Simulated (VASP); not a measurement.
# GaGe3 (Pm-3m) in VASP: further runs

GaGe3 is run at these levels: PBEsol; tasks: relaxation of cell and atoms.

Program: VASP 6.6.1. These are calculated values, not measurements. Logs are shortened: lines on timing, memory, paths and dates and some standing lists are left out, and cuts for length are marked.

## Step 1: The cell of the first run

The structure is cubic, space group Pm-3m (No. 221). Conventional cell: a = 4.278 Å, b = 4.278 Å, c = 4.278 Å, α = 90.00°, β = 90.00°, γ = 90.00°. Within 4.0 Å of Ge (site symmetry 4/mmm) lie 8 Ge at 3.03 Å and 4 Ga at 3.03 Å. Ga (site symmetry m-3m) has 12 Ge at 3.03 Å within 4.0 Å.

## Step 2: Relaxation of cell and atoms, PBEsol

File INCAR:

```
SYSTEM = GaGe3
ALGO     = Normal         ! electronic algorithm
EDIFF    = 1E-7           ! SCF threshold, eV
EDIFFG   = -0.01          ! ionic threshold
ENCUT    = 600            ! plane-wave cutoff, eV
GGA      = PS             ! functional
IBRION   = 2              ! ionic algorithm
ISIF     = 3              ! what is computed and relaxed
ISMEAR   = -1             ! smearing method
LASPH    = .TRUE.         ! aspherical terms in the spheres
LCHARG   = .FALSE.        ! write CHGCAR
LREAL    = .FALSE.        ! projectors in reciprocal space
LWAVE    = .FALSE.        ! write WAVECAR
NELM     = 60             ! most SCF steps
NSW      = 60             ! ionic steps
PREC     = Accurate       ! precision mode
SIGMA    = 0.05           ! smearing width, eV
```

File KPOINTS:

```
k-points
0
G
  6 6 6
  0 0 0
```

File POSCAR:

```
GaGe3
1.0
    4.2784660000      0.0000000000      0.0000000000
    0.0000000000      4.2784660000      0.0000000000
    0.0000000000      0.0000000000      4.2784660000
Ge Ga
3 1
Direct
    0.5000000000      0.5000000000      0.0000000000
    0.5000000000      0.0000000000      0.5000000000
    0.0000000000      0.5000000000      0.5000000000
    0.0000000000      0.0000000000      0.0000000000
```

Potentials or basis: VASP PAW PBE potentials, release 64 (Ge_d, Ga_d).

Launch:

```
cat potpaw_PBE.64/Ge_d/POTCAR potpaw_PBE.64/Ga_d/POTCAR > POTCAR
mpirun -np 1 vasp_std > vasp.out
```

OUTCAR:

```text
SYSTEM = GaGe3
   EDIFF = 1E-7
   EDIFFG = -0.01
   ENCUT = 600
   GGA = PS
   IBRION = 2
   ISIF = 3
   ISMEAR = -1
   LASPH = .TRUE.
   LREAL = .FALSE.
   NELM = 60
   NSW = 60
   PREC = Accurate

 ion  position               nearest neighbor table
   1  0.500  0.500  0.000-
   2  0.500  0.000  0.500-
   3  0.000  0.500  0.500-
   4  0.000  0.000  0.000-

  LATTYP: Found a simple cubic cell.
 ALAT       =     4.2784660000

  Lattice vectors:

 A1 = (   4.2784660000,   0.0000000000,   0.0000000000)
 A2 = (   0.0000000000,   4.2784660000,   0.0000000000)
 A3 = (   0.0000000000,   0.0000000000,   4.2784660000)

Analysis of symmetry for initial positions (statically):
=====================================================================
 Subroutine PRICEL returns:
 Original cell was already a primitive cell.

 Routine SETGRP: Setting up the symmetry group for a
 simple cubic supercell.

 Subroutine GETGRP returns: Found 48 space group operations
 (whereof 48 operations were pure point group operations)
 out of a pool of 48 trial point group operations.

The static configuration has the point symmetry O_h .

Analysis of symmetry for dynamics (positions and initial velocities):
=====================================================================
 Subroutine PRICEL returns:
 Original cell was already a primitive cell.

 Routine SETGRP: Setting up the symmetry group for a
 simple cubic supercell.

 Subroutine GETGRP returns: Found 48 space group operations
 (whereof 48 operations were pure point group operations)
 out of a pool of 48 trial point group operations.

The dynamic configuration has the point symmetry O_h .

 Subroutine INISYM returns: Found 48 space group operations
 (whereof 48 operations are pure point group operations),
 and found     1 'primitive' translations

----------------------------------------------------------------------------------------

                                     Primitive cell

  volume of cell :      78.3185

  direct lattice vectors                    reciprocal lattice vectors
     4.278466000  0.000000000  0.000000000     0.233728631  0.000000000  0.000000000
     0.000000000  4.278466000  0.000000000     0.000000000  0.233728631  0.000000000
     0.000000000  0.000000000  4.278466000     0.000000000  0.000000000  0.233728631

  length of vectors
     4.278466000  4.278466000  4.278466000     0.233728631  0.233728631  0.233728631

  position of ions in fractional coordinates (direct lattice)
     0.500000000  0.500000000  0.000000000
     0.500000000  0.000000000  0.500000000
     0.000000000  0.500000000  0.500000000
     0.000000000  0.000000000  0.000000000

  ion indices of the primitive-cell ions
   primitive index   ion index
                 1           1
                 2           2
                 3           3
                 4           4

----------------------------------------------------------------------------------------

 KPOINTS: k-points

Automatic generation of k-mesh.
 Grid dimensions read from file:
 generate k-points for:    6    6    6

 Generating k-lattice:

  Cartesian coordinates                     Fractional coordinates (reciprocal lattice)
     0.038954772  0.000000000  0.000000000     0.166666667  0.000000000  0.000000000
     0.000000000  0.038954772  0.000000000     0.000000000  0.166666667  0.000000000
     0.000000000  0.000000000  0.038954772     0.000000000  0.000000000  0.166666667

  Length of vectors
     0.038954772  0.038954772  0.038954772

  Shift w.r.t. Gamma in fractional coordinates (k-lattice)
     0.000000000  0.000000000  0.000000000

 Subroutine IBZKPT returns following result:
 ===========================================

 Found     20 irreducible k-points:

 Following reciprocal coordinates:
            Coordinates               Weight
  0.000000  0.000000  0.000000      1.000000
  0.166667  0.000000  0.000000      6.000000
  0.333333  0.000000  0.000000      6.000000
  0.500000  0.000000  0.000000      3.000000
  0.166667  0.166667  0.000000     12.000000
  0.333333  0.166667  0.000000     24.000000
[... 12 lines left out ...]
  0.500000  0.500000  0.333333      6.000000
  0.500000  0.500000  0.500000      1.000000
   k-points           NKPTS =     20   k-points in BZ     NKDIM =     20   number of bands    NBANDS=     33
   number of dos      NEDOS =    301   number of ions     NIONS =      4
   total plane-waves  NPLWV =  46656
   dimension x,y,z NGX =    36 NGY =   36 NGZ =   36
   dimension x,y,z NGXF=    72 NGYF=   72 NGZF=   72
   ions per type =               3   1
   NGX,Y,Z   is equivalent  to a cutoff of  13.99, 13.99, 13.99 a.u.
   NGXF,Y,Z  is equivalent  to a cutoff of  27.98, 27.98, 27.98 a.u.
 SYSTEM =  GaGe3
   PREC   = accura    normal or accurate (medium, high low for compatibility)
   ISTART =      0    job   : 0-new  1-cont  2-samecut
   ICHARG =      2    charge: 1-file 2-atom 10-const
   ISPIN  =      1    spin polarized calculation?
   LNONCOLLINEAR =      F non collinear calculations
   LSORBIT =      F    spin-orbit coupling
   LASPH  =      T    aspherical Exc in radial PAW
   ENCUT  =  600.0 eV  44.10 Ry    6.64 a.u.   8.55  8.55  8.55*2*pi/ulx,y,z
   NELM   =     60;   NELMIN=  2; NELMDL= -5     # of ELM steps
   EDIFF  = 0.1E-06   stopping-criterion for ELM
   LREAL  =      F    real-space projection
   EDIFFG = -.1E-01   stopping-criterion for IOM
   NSW    =     60    number of steps for IOM
   IBRION =      2    ionic relax: 0-MD 1-quasi-New 2-CG
   NFREE  =      1    steps in history (QN), initial steepest desc. (CG)
   ISIF   =      3    stress and relaxation
   ISYM   =      2    0-nonsym 1-usesym 2-fastsym
   POTIM  = 0.5000    time-step for ionic-motion
   TEBEG  =    0.0;   TEEND  =   0.0 temperature during run
   PSTRESS=    0.0 pullay stress
   NELECT =      55.0000    total number of electrons
   NUPDOWN=      -1.0000    fix difference up-down
   EMIN   =  10.00;   EMAX   =-10.00  energy-range for DOS
   EFERMI =   0.00;   METHOD = LEGACY
   ISMEAR =    -1;   SIGMA  =   0.05  broadening in eV -4-tet -1-fermi 0-gaus
   EFERMI_NEDOS =   21; number of points for ismear=-14 and -15
   IALGO  =     38    algorithm
   IMIX   =      4    mixing-type and parameters
     AMIX     =   0.40;   BMIX     =  1.00
     AMIX_MAG =   1.60;   BMIX_MAG =  1.00
  volume/ion in A,a.u.               =      19.58       132.13
  Fermi-wavevector in a.u.,A,eV,Ry     =   1.455150  2.749834 28.809797  2.117460
  Thomas-Fermi vector in A             =   2.572218
   LORBIT       =      0    0 simple, 1 ext, 2 COOP (PROOUT), +10 PAW based schemes
   GGA     = PS    functional components
   LHFCALC =     F    Hartree Fock is set to
   AEXX    =    0.0000 exact exchange contribution
   IVDW    =     0    specifies the selected vdW correction
   LEPSILON=     F    determine dielectric tensor
   LRPA    =     F    only Hartree local field effects (RPA)
 conjugate gradient relaxation of ions
 non-spin polarized calculation
  energy-cutoff  :      600.00
  volume of cell :       78.32
 maximum number of plane-waves:      2632
 NGX is ok and might be reduce to    36
   NGX = 17   NGY = 17   NGZ = 17

--------------------------------------- Ionic step        1  -------------------------------------------

 number of electron      54.9999959 magnetization

 Free energy of the ion-electron system (eV)
  ---------------------------------------------------
  ext. energy  EPLUGINS =         0.00000000
  ---------------------------------------------------
  free energy    TOTEN  =       -17.20767099 eV

  energy without entropy =      -17.18509479  energy(sigma->0) =      -17.19638289

------------------------ aborting loop because EDIFF is reached ----------------------------------------

  FORCE on cell =-STRESS in cart. coord.  units (eV):
  Direction    XX          YY          ZZ          XY          YZ          ZX
  --------------------------------------------------------------------------------------
  -------------------------------------------------------------------------------------
  Total       -1.6474159     -1.6474159     -1.6474159      0.0000000     -0.0000000      0.0000000
  in kB      -33.7015277    -33.7015277    -33.7015277      0.0000000     -0.0000000      0.0000000
  external PRESSURE =     -33.7015277 kB  Pullay stress =       0.0000000 kB

 VOLUME and BASIS-vectors are now :
 -----------------------------------------------------------------------------
  energy-cutoff  :      600.00
  volume of cell :       78.32
      direct lattice vectors                 reciprocal lattice vectors
     4.278466000  0.000000000  0.000000000     0.233728631  0.000000000  0.000000000
     0.000000000  4.278466000  0.000000000     0.000000000  0.233728631  0.000000000
     0.000000000  0.000000000  4.278466000     0.000000000  0.000000000  0.233728631
[... 39 lines left out ...]
 POSITION                                       TOTAL-FORCE (eV/Angst)
 -----------------------------------------------------------------------------------
      2.09673      2.09673      0.00000        -0.000000      0.000000      0.000000
      2.09673      0.00000      2.09673        -0.000000     -0.000000      0.000000
      0.00000      2.09673      2.09673         0.000000     -0.000000      0.000000
      0.00000      0.00000      0.00000        -0.000000      0.000000      0.000000
 -----------------------------------------------------------------------------------
    total drift:                                0.000000      0.000000      0.000000

  FREE ENERGIE OF THE ION-ELECTRON SYSTEM (eV)
  ---------------------------------------------------
  free  energy   TOTEN  =       -17.2567329946 eV

  energy  without entropy=      -17.2333150738  energy(sigma->0) =      -17.24502403

--------------------------------------- Ionic step        3  -------------------------------------------

 number of electron      54.9999998 magnetization

 Free energy of the ion-electron system (eV)
  ---------------------------------------------------
  ext. energy  EPLUGINS =         0.00000000
  ---------------------------------------------------
  free energy    TOTEN  =       -17.25679426 eV

  energy without entropy =      -17.23342200  energy(sigma->0) =      -17.24510813

 E-fermi :   6.6171     XC(G=0): -11.4728

 val. band max:        6.5825808512   @ k =   0.5000   0.5000   0.0000
 cond. band min:       6.6342805534   @ k =   0.3333   0.3333   0.0000
 fundamental gap:      0.0516997022
 Fermi energy:         6.6170850726

 k-point     1 :       0.0000    0.0000    0.0000
  band No.  band energies     occupation
      1     -18.1335      2.00000
      2     -18.1335      2.00000
      3     -18.1335      2.00000
      4     -18.1221      2.00000
      5     -18.0821      2.00000
      6     -18.0821      2.00000
[... 731 lines left out ...]
 POSITION                                       TOTAL-FORCE (eV/Angst)
 -----------------------------------------------------------------------------------
      2.09795      2.09795      0.00000        -0.000000      0.000000      0.000000
      2.09795      0.00000      2.09795        -0.000000     -0.000000      0.000000
      0.00000      2.09795      2.09795         0.000000     -0.000000      0.000000
      0.00000      0.00000      0.00000        -0.000000      0.000000      0.000000
 -----------------------------------------------------------------------------------
    total drift:                                0.000000      0.000000      0.000000

  FREE ENERGIE OF THE ION-ELECTRON SYSTEM (eV)
  ---------------------------------------------------
  free  energy   TOTEN  =       -17.2567942645 eV

  energy  without entropy=      -17.2334219978  energy(sigma->0) =      -17.24510813

 reached required accuracy - stopping structural energy minimisation
```

Wall time 92 s (1 thread of Intel Xeon Platinum 8375C at 2.90GHz (Ice Lake), shared host); peak memory 0.24 GiB.

What came out:

```yaml
Free_energy: -17.2568 eV
Relaxed_volume: 18.47 Å³/atom
Relaxed_cell: a = 4.196 Å, b = 4.196 Å, c = 4.196 Å, α = 90.00°, β = 90.00°, γ = 90.00°
Space_group_after_relaxing_to_0.1_Å: Pm-3m (No. 221)
Energy_gained_by_relaxing: 12.3 meV/atom
Ionic_steps: 3
Pressure_after_relaxing: 0.0 GPa
Band_gap_on_the_k_mesh: zero (an odd number of electrons rules out a gap without spin polarisation)
```

Step by step:
```
step  energy change (eV)  largest force (eV/Å)  pressure (GPa)  volume (Å³)
   1              0.0000                0.0000           -3.37        78.32
   2             -0.0491                0.0000            0.12        73.74
   3             -0.0491                0.0000            0.01        73.87
```

Final structure:
```xyz
4
Lattice="4.1959 0.0000 0.0000 0.0000 4.1959 0.0000 0.0000 0.0000 4.1959" Properties=species:S:1:pos:R:3 pbc="T T T"
Ge    2.0980    2.0980    0.0000
Ge    2.0980    0.0000    2.0980
Ge    0.0000    2.0980    2.0980
Ga    0.0000    0.0000    0.0000
```

Levels at points of the mesh, in eV from the Fermi level:
```csv
k point,band 24,band 25,band 26,band 27,band 28,band 29,band 30,band 31,band 32,band 33
"(0.00, 0.00, 0.00)",-4.06,-4.06,-4.06,-3.32,2.70,2.70,2.70,3.64,3.64,3.64
"(0.50, 0.00, 0.00)",-3.21,-2.09,-2.09,-1.49,-1.49,-0.15,0.08,4.78,4.88,4.92
"(0.50, 0.50, 0.00)",-7.47,-0.69,-0.13,-0.13,-0.03,0.18,0.18,0.77,1.52,6.50
"(0.50, 0.50, 0.50)",-5.74,-5.36,-5.25,-5.25,-5.25,7.00,7.00,7.07,7.07,7.07
```

Caveat: the PAW data sets were made with another functional, which shifts forces and pressure a little.

## Step 3: Relaxation of cell and atoms, PBEsol, target pressure 2 GPa, at which the enthalpy is minimised

File INCAR:

```
PREC     = Accurate       # precision mode
ENCUT    = 600            # plane-wave cutoff, eV
EDIFF    = 1E-6           # SCF threshold, eV
ISMEAR   = -1             # smearing method
SIGMA    = 0.05           # smearing width, eV
LREAL    = F              # projectors in reciprocal space
LASPH    = T              # aspherical terms in the spheres
NELM     = 60             # most SCF steps
ALGO     = Normal         # electronic algorithm
ISIF     = 3              # what is computed and relaxed
LWAVE    = F              # write WAVECAR
LCHARG   = F              # write CHGCAR
GGA      = PS             # functional
IBRION   = 2              # ionic algorithm
NSW      = 60             # ionic steps
EDIFFG   = -0.01          # ionic threshold
PSTRESS  = 20.0
```

File KPOINTS:

```
regular mesh
0
Gamma
  6 6 6
```

POSCAR is that of step 2.

Potentials or basis: VASP PAW PBE potentials, release 64 (Ge_d, Ga_d).

Launch:

```
cat potpaw_PBE.64/Ge_d/POTCAR potpaw_PBE.64/Ga_d/POTCAR > POTCAR
mpirun -np 1 vasp_std > vasp.out
```

It took 98 s on 1 thread of Intel Xeon Platinum 8375C at 2.90GHz (Ice Lake), shared host; peak memory 0.23 GiB.

It converged, with:

```yaml
Free_energy: -17.2453 eV
Relaxed_volume: 17.98 Å³/atom
Relaxed_cell: a = 4.158 Å, b = 4.158 Å, c = 4.158 Å, α = 90.00°, β = 90.00°, γ = 90.00°
Space_group_after_relaxing_to_0.1_Å: Pm-3m (No. 221)
Energy_change_on_relaxing_the_run_minimises_the_enthalpy: -9.4 meV/atom
Ionic_steps: 4
Pressure_after_relaxing: 2.0 GPa
Band_gap_on_the_k_mesh: zero (an odd number of electrons rules out a gap without spin polarisation)
```

Step by step:
| step | energy change (eV) | largest force (eV/Å) | pressure (GPa) | volume (Å³) |
| --- | --- | --- | --- | --- |
| 1 | 0.0000 | 0.0000 | -3.41 | 78.32 |
| 2 | -0.0252 | 0.0000 | 2.69 | 71.06 |
| 3 | -0.0356 | 0.0000 | 2.16 | 71.74 |
| 4 | -0.0376 | 0.0000 | 1.96 | 71.91 |

Final structure:
```cif
data_structure
_symmetry_space_group_name_H-M 'P 1'
_symmetry_Int_Tables_number 1
_cell_length_a 4.1585
_cell_length_b 4.1585
_cell_length_c 4.1585
_cell_angle_alpha 90.000
_cell_angle_beta 90.000
_cell_angle_gamma 90.000
_cell_volume 71.91
loop_
_atom_site_label
_atom_site_type_symbol
_atom_site_fract_x
_atom_site_fract_y
_atom_site_fract_z
_atom_site_occupancy
Ge1 Ge 0.50000 0.50000 0.00000 1
Ge2 Ge 0.50000 0.00000 0.50000 1
Ge3 Ge 0.00000 0.50000 0.50000 1
Ga1 Ga 0.00000 0.00000 0.00000 1
```

Levels at points of the mesh, in eV from the Fermi level:
| k point | band 24 | band 25 | band 26 | band 27 | band 28 | band 29 | band 30 | band 31 | band 32 | band 33 |
| --- | --- | --- | --- | --- | --- | --- | --- | --- | --- | --- |
| (0.00, 0.00, 0.00) | -4.20 | -4.20 | -4.20 | -3.32 | 2.74 | 2.74 | 2.74 | 3.69 | 3.69 | 3.69 |
| (0.50, 0.00, 0.00) | -3.14 | -2.18 | -2.18 | -1.57 | -1.57 | -0.21 | 0.02 | 4.97 | 4.99 | 4.99 |
| (0.50, 0.50, 0.00) | -7.63 | -0.66 | -0.11 | -0.11 | -0.07 | 0.14 | 0.14 | 0.83 | 1.49 | 6.66 |
| (0.50, 0.50, 0.50) | -5.92 | -5.43 | -5.42 | -5.42 | -5.42 | 7.19 | 7.19 | 7.26 | 7.26 | 7.26 |

Caveat: the cell is relaxed towards a set pressure, so the run minimises the enthalpy, not the energy; the PAW data sets were made with another functional, which shifts forces and pressure a little.

## Step 4: Relaxation of cell and atoms, PBEsol, target pressure 5 GPa, at which the enthalpy is minimised

File INCAR:

```
PREC = Accurate
ENCUT = 600
EDIFF = 1E-6
ISMEAR = -1
SIGMA = 0.05
LREAL = F
LASPH = T
NELM = 100
ALGO = Normal
ISIF = 3
LWAVE = F
LCHARG = F
GGA = PS
IBRION = 2
NSW = 60
EDIFFG = -0.01
PSTRESS = 50.0
```

KPOINTS is that of step 3.

POSCAR is that of step 3.

Launch:

```
cat potpaw_PBE.64/Ge_d/POTCAR potpaw_PBE.64/Ga_d/POTCAR > POTCAR
mpirun -np 1 vasp_std > vasp.out
```

Run time: 95 s. Hardware: 1 thread of Intel Xeon Platinum 8375C at 2.90GHz (Ice Lake), shared host; peak memory 0.24 GiB.

It converged, with:

```yaml
Free_energy: -17.1860 eV
Relaxed_volume: 17.29 Å³/atom
Relaxed_cell: a = 4.104 Å, b = 4.104 Å, c = 4.104 Å, α = 90.00°, β = 90.00°, γ = 90.00°
Space_group_after_relaxing_to_0.1_Å: Pm-3m (No. 221)
Energy_change_on_relaxing_the_run_minimises_the_enthalpy: +5.4 meV/atom
Ionic_steps: 3
Pressure_after_relaxing: 5.1 GPa
Band_gap_on_the_k_mesh: zero (an odd number of electrons rules out a gap without spin polarisation)
```

Step by step:
```
step  energy change (eV)  largest force (eV/Å)  pressure (GPa)  volume (Å³)
   1              0.0000                0.0000           -3.41        78.32
   2              0.0970                0.0000            7.50        67.24
   3              0.0217                0.0000            5.06        69.14
```

Final structure:
```
CELL_PARAMETERS angstrom
4.10436 0.00000 0.00000
0.00000 4.10436 0.00000
0.00000 0.00000 4.10436
ATOMIC_POSITIONS crystal
Ge 0.50000 0.50000 0.00000
Ge 0.50000 0.00000 0.50000
Ge 0.00000 0.50000 0.50000
Ga 0.00000 0.00000 0.00000
```

Levels at points of the mesh, in eV from the Fermi level:
```csv
k point,band 26,band 27,band 28,band 29,band 30,band 31
"(0.00, 0.00, 0.00)",-4.39,-3.30,2.81,2.81,2.81,3.78
"(0.50, 0.00, 0.00)",-2.29,-1.68,-1.68,-0.28,-0.07,5.15
"(0.50, 0.50, 0.00)",-0.12,-0.06,-0.06,0.11,0.11,0.92
"(0.50, 0.50, 0.50)",-5.66,-5.66,-5.52,7.48,7.48,7.55
```

Caveat: the cell is relaxed towards a set pressure, so the run minimises the enthalpy, not the energy; the PAW data sets were made with another functional, which shifts forces and pressure a little.

## Step 5: Overview

```tsv
cell	gap on the mesh (eV)	pressure (GPa)
relaxed	none	0.0
relaxed to 2 GPa	none	2.0
relaxed to 5 GPa	none	5.1
```

Alike in all rows: task relaxation of cell and atoms; level PBEsol; potentials or basis VASP PAW PBE potentials, release 64 (Ge_d, Ga_d); no spin polarisation; k mesh 6 × 6 × 6; cutoff (eV) 600; smearing fermi-dirac 0.05 eV.

Caveats: the PAW data sets were made with another functional, which shifts forces and pressure a little; the cell is relaxed towards a set pressure, so the run minimises the enthalpy, not the energy (at least some runs).

Absolute energies hang on the potentials; compare differences alone.
